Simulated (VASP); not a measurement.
# Y (Fm-3m) in VASP: notebook

Runs on Y. Level: PBEsol. Tasks: single point, relaxation of cell and atoms.

Program: VASP 6.6.1. These are calculated values, not measurements. Logs are shortened: lines on timing, memory, paths and dates and some standing lists are left out, and cuts for length are marked.

## Step 1: The cell of the first run

It takes space group Fm-3m (No. 225, cubic). Conventional cell: a = 4.915 Å, b = 4.915 Å, c = 4.915 Å, α = 90.00°, β = 90.00°, γ = 90.00°. Y (site symmetry m-3m) has 12 Y at 3.48 Å within 4.6 Å.

## Step 2: Single point, PBEsol (volume scaled by 0.96)

File INCAR:

```
SYSTEM = Y
PREC     = Accurate       ! precision mode
ENCUT    = 520            ! plane-wave cutoff, eV
EDIFF    = 1E-6           ! SCF threshold, eV
ISMEAR   = -1             ! smearing method
SIGMA    = 0.1            ! smearing width, eV
LREAL    = .False.        ! projectors in reciprocal space
LASPH    = .True.         ! aspherical terms in the spheres
NELM     = 100            ! most SCF steps
ALGO     = Normal         ! electronic algorithm
ISIF     = 2              ! what is computed and relaxed
LWAVE    = .False.        ! write WAVECAR
LCHARG   = .False.        ! write CHGCAR
GGA      = PS             ! functional
NBANDS   = 12             ! bands
```

File KPOINTS:

```
Automatic mesh
0
Gamma
  12 12 12
  0 0 0
```

File POSCAR:

```
Y
1.0
    0.0000000000      2.4572941900      2.4572941900
    2.4572941900      0.0000000000      2.4572941900
    2.4572941900      2.4572941900      0.0000000000
Y
1
Direct
    0.0000000000      0.0000000000      0.0000000000
```

Potentials or basis: VASP PAW PBE potentials, release 64 (Y_sv).

The run is started by

```bash
cat potpaw_PBE.64/Y_sv/POTCAR > POTCAR
mpirun -np 1 vasp_std > vasp.out
```

OUTCAR:

```text
SYSTEM = Y
   PREC = Accurate
   ENCUT = 520
   EDIFF = 1E-6
   ISMEAR = -1
   LREAL = .False.
   LASPH = .True.
   NELM = 100
   ISIF = 2
   GGA = PS

 ion  position               nearest neighbor table
   1  0.000  0.000  0.000-

  LATTYP: Found a face centered cubic cell.
 ALAT       =     4.9145883800

  Lattice vectors:

 A1 = (   0.0000000000,   2.4572941900,   2.4572941900)
 A2 = (   2.4572941900,   0.0000000000,   2.4572941900)
 A3 = (   2.4572941900,   2.4572941900,   0.0000000000)

Analysis of symmetry for initial positions (statically):
=====================================================================
 Subroutine PRICEL returns:
 Original cell was already a primitive cell.

 Routine SETGRP: Setting up the symmetry group for a
 face centered cubic supercell.

 Subroutine GETGRP returns: Found 48 space group operations
 (whereof 48 operations were pure point group operations)
 out of a pool of 48 trial point group operations.

The static configuration has the point symmetry O_h .

Analysis of symmetry for dynamics (positions and initial velocities):
=====================================================================
 Subroutine PRICEL returns:
 Original cell was already a primitive cell.

 Routine SETGRP: Setting up the symmetry group for a
 face centered cubic supercell.

 Subroutine GETGRP returns: Found 48 space group operations
 (whereof 48 operations were pure point group operations)
 out of a pool of 48 trial point group operations.

The dynamic configuration has the point symmetry O_h .

 Subroutine INISYM returns: Found 48 space group operations
 (whereof 48 operations are pure point group operations),
 and found     1 'primitive' translations

----------------------------------------------------------------------------------------

                                     Primitive cell

  volume of cell :      29.6757

  direct lattice vectors                    reciprocal lattice vectors
     0.000000000  2.457294190  2.457294190    -0.203475840  0.203475840  0.203475840
     2.457294190  0.000000000  2.457294190     0.203475840 -0.203475840  0.203475840
     2.457294190  2.457294190  0.000000000     0.203475840  0.203475840 -0.203475840

  length of vectors
     3.475138770  3.475138770  3.475138770     0.352430493  0.352430493  0.352430493

  position of ions in fractional coordinates (direct lattice)
     0.000000000  0.000000000  0.000000000

  ion indices of the primitive-cell ions
   primitive index   ion index
                 1           1

----------------------------------------------------------------------------------------

 KPOINTS: Automatic mesh

Automatic generation of k-mesh.
 Grid dimensions read from file:
 generate k-points for:   12   12   12

 Generating k-lattice:

  Cartesian coordinates                     Fractional coordinates (reciprocal lattice)
    -0.016956320  0.016956320  0.016956320     0.083333333  0.000000000  0.000000000
     0.016956320 -0.016956320  0.016956320     0.000000000  0.083333333  0.000000000
     0.016956320  0.016956320 -0.016956320     0.000000000  0.000000000  0.083333333

  Length of vectors
     0.029369208  0.029369208  0.029369208

  Shift w.r.t. Gamma in fractional coordinates (k-lattice)
     0.000000000  0.000000000  0.000000000

 Subroutine IBZKPT returns following result:
 ===========================================

 Found     72 irreducible k-points:

 Following reciprocal coordinates:
            Coordinates               Weight
  0.000000  0.000000  0.000000      1.000000
  0.083333  0.000000  0.000000      8.000000
  0.166667  0.000000  0.000000      8.000000
  0.250000  0.000000  0.000000      8.000000
  0.333333  0.000000  0.000000      8.000000
  0.416667  0.000000  0.000000      8.000000
[... 16 lines left out ...]
  0.500000  0.166667  0.000000     24.000000
 -0.416667  0.166667  0.000000     24.000000
 [... further k-points ...]
   k-points           NKPTS =     72   k-points in BZ     NKDIM =     72   number of bands    NBANDS=     12
   number of dos      NEDOS =    301   number of ions     NIONS =      1
   total plane-waves  NPLWV =  21952
   dimension x,y,z NGX =    28 NGY =   28 NGZ =   28
   dimension x,y,z NGXF=    56 NGYF=   56 NGZF=   56
   ions per type =               1
   NGX,Y,Z   is equivalent  to a cutoff of  13.39, 13.39, 13.39 a.u.
   NGXF,Y,Z  is equivalent  to a cutoff of  26.79, 26.79, 26.79 a.u.
 SYSTEM =  Y
   PREC   = accura    normal or accurate (medium, high low for compatibility)
   ISTART =      0    job   : 0-new  1-cont  2-samecut
   ICHARG =      2    charge: 1-file 2-atom 10-const
   ISPIN  =      1    spin polarized calculation?
   LNONCOLLINEAR =      F non collinear calculations
   LSORBIT =      F    spin-orbit coupling
   LASPH  =      T    aspherical Exc in radial PAW
   ENCUT  =  520.0 eV  38.22 Ry    6.18 a.u.   6.46  6.46  6.46*2*pi/ulx,y,z
   NELM   =    100;   NELMIN=  2; NELMDL= -5     # of ELM steps
   EDIFF  = 0.1E-05   stopping-criterion for ELM
   LREAL  =      F    real-space projection
   EDIFFG = 0.1E-04   stopping-criterion for IOM
   NSW    =      0    number of steps for IOM
   IBRION =     -1    ionic relax: 0-MD 1-quasi-New 2-CG
   NFREE  =      0    steps in history (QN), initial steepest desc. (CG)
   ISIF   =      2    stress and relaxation
   ISYM   =      2    0-nonsym 1-usesym 2-fastsym
   POTIM  = 0.5000    time-step for ionic-motion
   TEBEG  =    0.0;   TEEND  =   0.0 temperature during run
   PSTRESS=    0.0 pullay stress
   NELECT =      11.0000    total number of electrons
   NUPDOWN=      -1.0000    fix difference up-down
   EMIN   =  10.00;   EMAX   =-10.00  energy-range for DOS
   EFERMI =   0.00;   METHOD = LEGACY
   ISMEAR =    -1;   SIGMA  =   0.10  broadening in eV -4-tet -1-fermi 0-gaus
   EFERMI_NEDOS =   21; number of points for ismear=-14 and -15
   IALGO  =     38    algorithm
   IMIX   =      4    mixing-type and parameters
     AMIX     =   0.40;   BMIX     =  1.00
     AMIX_MAG =   1.60;   BMIX_MAG =  1.00
  volume/ion in A,a.u.               =      29.68       200.26
  Fermi-wavevector in a.u.,A,eV,Ry     =   1.175994  2.222307 18.816350  1.382963
  Thomas-Fermi vector in A             =   2.312366
   LORBIT       =      0    0 simple, 1 ext, 2 COOP (PROOUT), +10 PAW based schemes
   GGA     = PS    functional components
   LHFCALC =     F    Hartree Fock is set to
   AEXX    =    0.0000 exact exchange contribution
   IVDW    =     0    specifies the selected vdW correction
   LEPSILON=     F    determine dielectric tensor
   LRPA    =     F    only Hartree local field effects (RPA)
 non-spin polarized calculation
  energy-cutoff  :      520.00
  volume of cell :       29.68
 maximum number of plane-waves:       821
 NGX is ok and might be reduce to    28
   NGX = 13   NGY = 13   NGZ = 13

 number of electron      11.0000001 magnetization

 Free energy of the ion-electron system (eV)
  ---------------------------------------------------
  ext. energy  EPLUGINS =         0.00000000
  ---------------------------------------------------
  free energy    TOTEN  =        -6.81995457 eV

  energy without entropy =       -6.77254699  energy(sigma->0) =       -6.79625078

 E-fermi :   3.4334     XC(G=0):  -9.9357

 val. band max:        3.4057420465   @ k =  -0.3333   0.2500   0.0000
 cond. band min:       3.4368791818   @ k =  -0.2500   0.4167   0.1667
 fundamental gap:      0.0311371352
 Fermi energy:         3.4333583388

 k-point     1 :       0.0000    0.0000    0.0000
  band No.  band energies     occupation
      1     -38.9331      2.00000
      2     -18.5681      2.00000
      3     -18.5681      2.00000
      4     -18.5681      2.00000
      5      -1.4653      2.00000
      6       5.3106      0.00000
      7       5.3106      0.00000
      8       5.3106      0.00000
      9       7.5617      0.00000
     10       7.5617      0.00000
     11      12.6847      0.00000
     12      16.2198      0.00000

 k-point     2 :       0.0833    0.0000    0.0000
  band No.  band energies     occupation
      1     -38.9266      2.00000
      2     -18.6237      2.00000
      3     -18.5749      2.00000
      4     -18.5749      2.00000
      5      -1.2728      2.00000
      6       5.0967      0.00000
      7       5.4001      0.00000
      8       5.4001      0.00000
      9       7.4570      0.00000
     10       7.4570      0.00000
     11      13.1240      0.00000
     12      15.4392      0.00000

 k-point     3 :       0.1667    0.0000    0.0000
  band No.  band energies     occupation
      1     -38.9087      2.00000
      2     -18.7727      2.00000
      3     -18.5933      2.00000
      4     -18.5933      2.00000
      5      -0.7347      2.00000
      6       4.6232      0.00001
      7       5.5775      0.00000
      8       5.5775      0.00000
      9       7.3135      0.00000
     10       7.3135      0.00000
     11      13.7606      0.00000
     12      14.7307      0.00000
[... 286 lines left out ...]
 k-point    23 :       0.5000    0.1667    0.0000
  band No.  band energies     occupation
      1     -38.8268      2.00000
      2     -19.2656      2.00000
      3     -18.7860      2.00000
      4     -18.7122      2.00000
      5       1.8820      2.00000
      6       3.5667      0.41703
      7       4.6329      0.00001
      8       5.7681      0.00000
      9       9.2813      0.00000
     10       9.3387      0.00000
     11      11.7176      0.00000
     12      14.1459      0.00000

 k-point    24 :      -0.4167    0.1667    0.0000
  band No.  band energies     occupation
      1     -38.8252      2.00000
      2     -19.2722      2.00000
      3     -18.8116      2.00000
      4     -18.6962      2.00000
      5       1.9667      2.00000
      6       3.6527      0.20061
      7       4.6225      0.00001
      8       5.6843      0.00000
      9       8.7550      0.00000
     10       9.8809      0.00000
     11      11.6900      0.00000
     12      14.1470      0.00000

 [... further k-points ...]

------------------------ aborting loop because EDIFF is reached ----------------------------------------

  FORCE on cell =-STRESS in cart. coord.  units (eV):
  Direction    XX          YY          ZZ          XY          YZ          ZX
  --------------------------------------------------------------------------------------
  -------------------------------------------------------------------------------------
  Total        0.3075172      0.3075172      0.3075172      0.0000000     -0.0000000     -0.0000000
  in kB       16.6026939     16.6026939     16.6026939      0.0000000     -0.0000000     -0.0000000
  external PRESSURE =      16.6026939 kB  Pullay stress =       0.0000000 kB

 VOLUME and BASIS-vectors are now :
 -----------------------------------------------------------------------------
  energy-cutoff  :      520.00
  volume of cell :       29.68
      direct lattice vectors                 reciprocal lattice vectors
     0.000000000  2.457294190  2.457294190    -0.203475840  0.203475840  0.203475840
     2.457294190  0.000000000  2.457294190     0.203475840 -0.203475840  0.203475840
     2.457294190  2.457294190  0.000000000     0.203475840  0.203475840 -0.203475840

 POSITION                                       TOTAL-FORCE (eV/Angst)
 -----------------------------------------------------------------------------------
      0.00000      0.00000      0.00000        -0.000000     -0.000000     -0.000000
 -----------------------------------------------------------------------------------
    total drift:                               -0.000000     -0.000000     -0.000000

  FREE ENERGIE OF THE ION-ELECTRON SYSTEM (eV)
  ---------------------------------------------------
  free  energy   TOTEN  =        -6.8199545662 eV

  energy  without entropy=       -6.7725469877  energy(sigma->0) =       -6.79625078
```

It took 12 s on 1 thread of Intel Xeon 6975P-C (Granite Rapids), shared host; peak memory 0.17 GiB.

What came out:

* Free energy: -6.8200 eV
* Pressure: 1.7 GPa

Caveat: the PAW data sets were made with another functional, which shifts forces and pressure a little.

(Continued in part 2 of 2.)
